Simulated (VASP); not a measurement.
A run of VASP 6.6.1 is set up as follows.

INCAR

```
SYSTEM = Cd
  ALGO = Normal
  EDIFF = 1E-6
  ENCUT = 520
  GGA = PS
  ISIF = 2
  ISMEAR = -1
  LASPH = .True.
  LCHARG = .False.
  LREAL = .False.
  LWAVE = .False.
  NBANDS = 12
  NELM = 80
  PREC = Accurate
  SIGMA = 0.1
```

KPOINTS

```
k-points
0
Gamma
  15 15 15
  0 0 0
```

Contents of POSCAR:

```
Cd
1.0
   -1.5952331391      1.5952331391      1.5952331391
    1.5952331391     -1.5952331391      1.5952331391
    1.5952331391      1.5952331391     -1.5952331391
Cd
1
Direct
    0.0000000000      0.0000000000      0.0000000000
```

Potentials or basis: VASP PAW PBE potentials, release 64 (Cd).

Command:

```console
$ cat potpaw_PBE.64/Cd/POTCAR > POTCAR
$ mpirun -np 1 vasp_std > vasp.out
```

(1) Predict the pressure.

(2) Estimate the band gap on the k mesh.

## Answers

(1) 33.2 GPa.

(2) zero (band 6 reaches 8.58 eV, above the bottom of band 7 at 5.18 eV).

Caveat: the PAW data sets were made with another functional, which shifts forces and pressure a little.
